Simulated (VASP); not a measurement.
# GaP (F-43m) in VASP: single point with PBE

Aim: the single point of GaP with PBE.

Everything below comes from runs of VASP 6.6.1. Logs are shortened: lines on timing, memory, paths and dates and some standing lists are left out, and cuts for length are marked.

## Step 1: The cell of the first run

Symmetry: F-43m, No. 216, cubic system. Conventional cell: a = 5.451 Å, b = 5.451 Å, c = 5.451 Å, α = 90.00°, β = 90.00°, γ = 90.00°. Within 3.1 Å of Ga (site symmetry -43m) lie 4 P at 2.36 Å. Within 3.1 Å of P (site symmetry -43m) lie 4 Ga at 2.36 Å.

## Step 2: Single point, PBE

INCAR

```
ALGO = Normal
EDIFF = 1E-6
ENCUT = 500
GGA = PE
GGA_COMPAT = F
ISIF = 2
ISMEAR = 0
LASPH = T
LCHARG = F
LREAL = F
LWAVE = F
NBANDS = 86
NELM = 120
PREC = Accurate
SIGMA = 0.02
```

KPOINTS

```
k-points
0
Gamma
  2 2 2
```

POSCAR

```
GaP
1.0
    0.0000000000      5.4505000000      5.4505000000
    5.4505000000      0.0000000000      5.4505000000
    5.4505000000      5.4505000000      0.0000000000
Ga P
8 8
Direct
    0.0000000000      0.0000000000      0.0000000000
    0.0000000000      0.0000000000      0.5000000000
    0.0000000000      0.5000000000      0.0000000000
    0.0000000000      0.5000000000      0.5000000000
    0.5000000000      0.0000000000      0.0000000000
    0.5000000000      0.0000000000      0.5000000000
    0.5000000000      0.5000000000      0.0000000000
    0.5000000000      0.5000000000      0.5000000000
    0.1250000000      0.1250000000      0.1250000000
    0.1250000000      0.1250000000      0.6250000000
    0.1250000000      0.6250000000      0.1250000000
    0.1250000000      0.6250000000      0.6250000000
    0.6250000000      0.1250000000      0.1250000000
    0.6250000000      0.1250000000      0.6250000000
    0.6250000000      0.6250000000      0.1250000000
    0.6250000000      0.6250000000      0.6250000000
```

Potentials or basis: VASP PAW PBE potentials, release 64 (Ga_d, P).

Started as:

```console
$ cat potpaw_PBE.64/Ga_d/POTCAR potpaw_PBE.64/P/POTCAR > POTCAR
$ mpirun -np 1 vasp_std > vasp.out
```

OUTCAR:

```text
EDIFF = 1E-6
   ENCUT = 500
   GGA = PE
   ISIF = 2
   ISMEAR = 0
   LASPH = T
   LREAL = F
   NELM = 120
   PREC = Accurate

 ion  position               nearest neighbor table
   1  0.000  0.000  0.000-   9 2.36  10 2.36  11 2.36  13 2.36
   2  0.000  0.000  0.500-  10 2.36   9 2.36  12 2.36  14 2.36
   3  0.000  0.500  0.000-  11 2.36   9 2.36  12 2.36  15 2.36
   4  0.000  0.500  0.500-  12 2.36  11 2.36  10 2.36  16 2.36
   5  0.500  0.000  0.000-  13 2.36   9 2.36  14 2.36  15 2.36
   6  0.500  0.000  0.500-  14 2.36  13 2.36  10 2.36  16 2.36
[... 8 lines left out ...]
  15  0.625  0.625  0.125-   7 2.36   5 2.36   3 2.36   8 2.36
  16  0.625  0.625  0.625-   8 2.36   6 2.36   7 2.36   4 2.36

  LATTYP: Found a face centered cubic cell.
 ALAT       =    10.9010000000

  Lattice vectors:

 A1 = (   0.0000000000,   5.4505000000,   5.4505000000)
 A2 = (   5.4505000000,   0.0000000000,   5.4505000000)
 A3 = (   5.4505000000,   5.4505000000,   0.0000000000)

Analysis of symmetry for initial positions (statically):
=====================================================================
 Subroutine PRICEL returns following result:

  LATTYP: Found a face centered cubic cell.
 ALAT       =     5.4505000000

  Lattice vectors:

 A1 = (   0.0000000000,   2.7252500000,   2.7252500000)
 A2 = (   2.7252500000,   0.0000000000,   2.7252500000)
 A3 = (   2.7252500000,   2.7252500000,   0.0000000000)

   8 primitive cells build up your supercell.

 Routine SETGRP: Setting up the symmetry group for a
 face centered cubic supercell.

 Subroutine GETGRP returns: Found 24 space group operations
 (whereof 24 operations were pure point group operations)
 out of a pool of 48 trial point group operations.

The static configuration has the point symmetry T_d .

Analysis of symmetry for dynamics (positions and initial velocities):
=====================================================================
 Subroutine PRICEL returns following result:

  LATTYP: Found a face centered cubic cell.
 ALAT       =     5.4505000000

  Lattice vectors:

 A1 = (   0.0000000000,   2.7252500000,   2.7252500000)
 A2 = (   2.7252500000,   0.0000000000,   2.7252500000)
 A3 = (   2.7252500000,   2.7252500000,   0.0000000000)

   8 primitive cells build up your supercell.

 Routine SETGRP: Setting up the symmetry group for a
 face centered cubic supercell.

 Subroutine GETGRP returns: Found 24 space group operations
 (whereof 24 operations were pure point group operations)
 out of a pool of 48 trial point group operations.

The dynamic configuration has the point symmetry T_d .

 Subroutine INISYM returns: Found 24 space group operations
 (whereof 24 operations are pure point group operations),
 and found     8 'primitive' translations

----------------------------------------------------------------------------------------

                                     Primitive cell

  volume of cell :      40.4808

  direct lattice vectors                    reciprocal lattice vectors
     0.000000000  2.725250000  2.725250000    -0.183469406  0.183469406  0.183469406
     2.725250000  0.000000000  2.725250000     0.183469406 -0.183469406  0.183469406
     2.725250000  2.725250000  0.000000000     0.183469406  0.183469406 -0.183469406

  length of vectors
     3.854085511  3.854085511  3.854085511     0.317778334  0.317778334  0.317778334

  position of ions in fractional coordinates (direct lattice)
     0.000000000  0.000000000  0.000000000
     0.250000000  0.250000000  0.250000000

  ion indices of the primitive-cell ions
   primitive index   ion index
                 1           1
                 2           9

----------------------------------------------------------------------------------------

 KPOINTS: k-points

Automatic generation of k-mesh.
 Grid dimensions read from file:
 generate k-points for:    2    2    2

 Generating k-lattice:

  Cartesian coordinates                     Fractional coordinates (reciprocal lattice)
    -0.045867352  0.045867352  0.045867352     0.500000000  0.000000000  0.000000000
     0.045867352 -0.045867352  0.045867352     0.000000000  0.500000000  0.000000000
     0.045867352  0.045867352 -0.045867352     0.000000000  0.000000000  0.500000000

  Length of vectors
     0.079444583  0.079444583  0.079444583

  Shift w.r.t. Gamma in fractional coordinates (k-lattice)
     0.000000000  0.000000000  0.000000000

 Subroutine IBZKPT returns following result:
 ===========================================

 Found      3 irreducible k-points:

 Following reciprocal coordinates:
            Coordinates               Weight
  0.000000  0.000000  0.000000      1.000000
  0.500000  0.000000  0.000000      4.000000
  0.500000  0.500000  0.000000      3.000000
   k-points           NKPTS =      3   k-points in BZ     NKDIM =      3   number of bands    NBANDS=     86
   number of dos      NEDOS =    301   number of ions     NIONS =     16
   total plane-waves  NPLWV = 175616
   dimension x,y,z NGX =    56 NGY =   56 NGZ =   56
   dimension x,y,z NGXF=   112 NGYF=  112 NGZF=  112
   ions per type =               8   8
   NGX,Y,Z   is equivalent  to a cutoff of  12.08, 12.08, 12.08 a.u.
   NGXF,Y,Z  is equivalent  to a cutoff of  24.16, 24.16, 24.16 a.u.
 SYSTEM =  unknown system
   PREC   = accura    normal or accurate (medium, high low for compatibility)
   ISTART =      0    job   : 0-new  1-cont  2-samecut
   ICHARG =      2    charge: 1-file 2-atom 10-const
   ISPIN  =      1    spin polarized calculation?
   LNONCOLLINEAR =      F non collinear calculations
   LSORBIT =      F    spin-orbit coupling
   LASPH  =      T    aspherical Exc in radial PAW
   ENCUT  =  500.0 eV  36.75 Ry    6.06 a.u.  14.05 14.05 14.05*2*pi/ulx,y,z
   NELM   =    120;   NELMIN=  2; NELMDL= -5     # of ELM steps
   EDIFF  = 0.1E-05   stopping-criterion for ELM
   LREAL  =      F    real-space projection
   EDIFFG = 0.1E-04   stopping-criterion for IOM
   NSW    =      0    number of steps for IOM
   IBRION =     -1    ionic relax: 0-MD 1-quasi-New 2-CG
   NFREE  =      0    steps in history (QN), initial steepest desc. (CG)
   ISIF   =      2    stress and relaxation
   ISYM   =      2    0-nonsym 1-usesym 2-fastsym
   POTIM  = 0.5000    time-step for ionic-motion
   TEBEG  =    0.0;   TEEND  =   0.0 temperature during run
   PSTRESS=    0.0 pullay stress
   NELECT =     144.0000    total number of electrons
   NUPDOWN=      -1.0000    fix difference up-down
   EMIN   =  10.00;   EMAX   =-10.00  energy-range for DOS
   EFERMI =   0.00;   METHOD = LEGACY
   ISMEAR =     0;   SIGMA  =   0.02  broadening in eV -4-tet -1-fermi 0-gaus
   EFERMI_NEDOS =   21; number of points for ismear=-14 and -15
   IALGO  =     38    algorithm
   IMIX   =      4    mixing-type and parameters
     AMIX     =   0.40;   BMIX     =  1.00
     AMIX_MAG =   1.60;   BMIX_MAG =  1.00
  volume/ion in A,a.u.               =      20.24       136.59
  Fermi-wavevector in a.u.,A,eV,Ry     =   1.249538  2.361284 21.243377  1.561344
  Thomas-Fermi vector in A             =   2.383574
   LORBIT       =      0    0 simple, 1 ext, 2 COOP (PROOUT), +10 PAW based schemes
   GGA     = PE    functional components
   LHFCALC =     F    Hartree Fock is set to
   AEXX    =    0.0000 exact exchange contribution
   IVDW    =     0    specifies the selected vdW correction
   LEPSILON=     F    determine dielectric tensor
   LRPA    =     F    only Hartree local field effects (RPA)
 non-spin polarized calculation
 Gauss-broadening in eV      SIGMA  =   0.02
  energy-cutoff  :      500.00
  volume of cell :      323.85
 maximum number of plane-waves:      8291
   NGX = 29   NGY = 29   NGZ = 29

 number of electron     144.0000130 magnetization

 Free energy of the ion-electron system (eV)
  ---------------------------------------------------
  ext. energy  EPLUGINS =         0.00000000
  ---------------------------------------------------
  free energy    TOTEN  =       -71.80854547 eV

  energy without entropy =      -71.80854547  energy(sigma->0) =      -71.80854547

 E-fermi :   4.8009     XC(G=0):  -9.8105

 val. band max:        4.6991684554   @ k =   0.0000   0.0000   0.0000
 cond. band min:       6.3277748653   @ k =   0.0000   0.0000   0.0000
 fundamental gap:      1.6286064099
 Fermi energy:         4.8009070859

 k-point     1 :       0.0000    0.0000    0.0000
  band No.  band energies     occupation
      1     -10.0149      2.00000
      2     -10.0149      2.00000
      3     -10.0149      2.00000
      4      -9.9790      2.00000
      5      -9.9790      2.00000
      6      -9.9790      2.00000
[... 76 lines left out ...]
     83       6.5161      0.00000
     84       8.5575      0.00000

 k-point     2 :       0.5000    0.0000    0.0000
  band No.  band energies     occupation
      1      -9.9903      2.00000
      2      -9.9903      2.00000
      3      -9.9903      2.00000
      4      -9.9903      2.00000
      5      -9.9903      2.00000
      6      -9.9903      2.00000
[... 76 lines left out ...]
     83       9.4303      0.00000
     84       9.4730      0.00000

 k-point     3 :       0.5000    0.5000    0.0000
  band No.  band energies     occupation
      1      -9.9954      2.00000
      2      -9.9954      2.00000
      3      -9.9736      2.00000
      4      -9.9736      2.00000
      5      -9.9736      2.00000
      6      -9.9736      2.00000
[... 76 lines left out ...]
     83       9.5512      0.00000
     84       9.5512      0.00000
 [bands above 84 left out]

------------------------ aborting loop because EDIFF is reached ----------------------------------------

  FORCE on cell =-STRESS in cart. coord.  units (eV):
  Direction    XX          YY          ZZ          XY          YZ          ZX
  --------------------------------------------------------------------------------------
  -------------------------------------------------------------------------------------
  Total        5.8381001      5.8381001      5.8381001      0.0000000     -0.0000000     -0.0000000
  in kB       28.8830524     28.8830524     28.8830524      0.0000000     -0.0000000     -0.0000000
  external PRESSURE =      28.8830524 kB  Pullay stress =       0.0000000 kB

 VOLUME and BASIS-vectors are now :
 -----------------------------------------------------------------------------
  energy-cutoff  :      500.00
  volume of cell :      323.85
      direct lattice vectors                 reciprocal lattice vectors
     0.000000000  5.450500000  5.450500000    -0.091734703  0.091734703  0.091734703
     5.450500000  0.000000000  5.450500000     0.091734703 -0.091734703  0.091734703
     5.450500000  5.450500000  0.000000000     0.091734703  0.091734703 -0.091734703

 POSITION                                       TOTAL-FORCE (eV/Angst)
 -----------------------------------------------------------------------------------
      0.00000      0.00000      0.00000         0.000000      0.000000      0.000000
      2.72525      2.72525      0.00000         0.000000      0.000000      0.000000
      2.72525      0.00000      2.72525         0.000000      0.000000      0.000000
      5.45050      2.72525      2.72525         0.000000      0.000000      0.000000
      0.00000      2.72525      2.72525         0.000000      0.000000      0.000000
      2.72525      5.45050      2.72525         0.000000      0.000000      0.000000
[... 8 lines left out ...]
      4.08787      4.08787      6.81312        -0.000000      0.000000     -0.000000
      6.81312      6.81312      6.81312        -0.000000     -0.000000     -0.000000
 -----------------------------------------------------------------------------------
    total drift:                                0.000005      0.000005      0.000004

  FREE ENERGIE OF THE ION-ELECTRON SYSTEM (eV)
  ---------------------------------------------------
  free  energy   TOTEN  =       -71.8085454663 eV

  energy  without entropy=      -71.8085454663  energy(sigma->0) =      -71.80854547
```

Run time: 3.9 min. Hardware: 1 thread of Intel Xeon 8259CL, shared host; peak memory 0.41 GiB.

Results:

* Free energy: -71.8085 eV
* Pressure: 2.9 GPa
* Band gap on the k mesh: 1.63 eV

Caveat: the k points lie up to 0.50 Å⁻¹ apart.
